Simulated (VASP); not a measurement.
SiC (Moissanite 6H):

```
Si C
1.0
     3.13573    0.00000    0.00000
    -1.56786    2.71562    0.00000
     0.00000    0.00000   15.36963
Si C
6 6
Cartesian
  1.5679 0.9052 7.0439
  0.0000 1.8104 14.7287
  1.5679 0.9052 12.1681
  0.0000 1.8104 4.4833
  0.0000 0.0000 9.6060
  0.0000 0.0000 1.9212
  1.5679 0.9052 5.1227
  0.0000 1.8104 12.8075
  1.5679 0.9052 10.2469
  0.0000 1.8104 2.5621
  0.0000 0.0000 7.6848
  0.0000 0.0000 0.0000
```

Base run:

| Item | Value |
| --- | --- |
| Program | VASP 6.6.1 |
| Functional | PBEsol |
| Potentials or basis | VASP PAW PBE potentials, release 64 (Si, C) |
| Cutoff | 520 eV |
| k mesh | 10 × 10 × 2 |
| Occupations | fermi-dirac, width 0.05 eV |
| Spin | no spin polarisation |

Its results: band gap on the k mesh 1.92 eV, indirect (least direct gap 3.00 eV); pressure -10.5 GPa; largest force 0.137 eV/Å.

Problem. After a change of settings the same cell gave: band gap on the k mesh 2.05 eV, indirect (least direct gap 3.12 eV); pressure -24.8 GPa; largest force 0.134 eV/Å. Which change was it?
A. functional from PBEsol to BLYP; further incar settings from ALGO = Normal; EDIFF = 1e-06; NBANDS = 36 to ALGO = Normal; EDIFF = 1e-07; NBANDS = 36
B. further incar settings from ALGO = Normal; EDIFF = 1e-06; NBANDS = 36 to ALGO = Normal; EDIFF = 1e-07; NBANDS = 36; dispersion from none to D4
C. functional from PBEsol to RPBE; dispersion from none to D3(BJ)
D. functional from PBEsol to PBE; further incar settings from ALGO = Normal; EDIFF = 1e-06; NBANDS = 36 to ALGO = Normal; EDIFF = 1e-07; NBANDS = 36

Solution. C.

Caveats: the PAW data sets were made with another functional, which shifts forces and pressure a little.
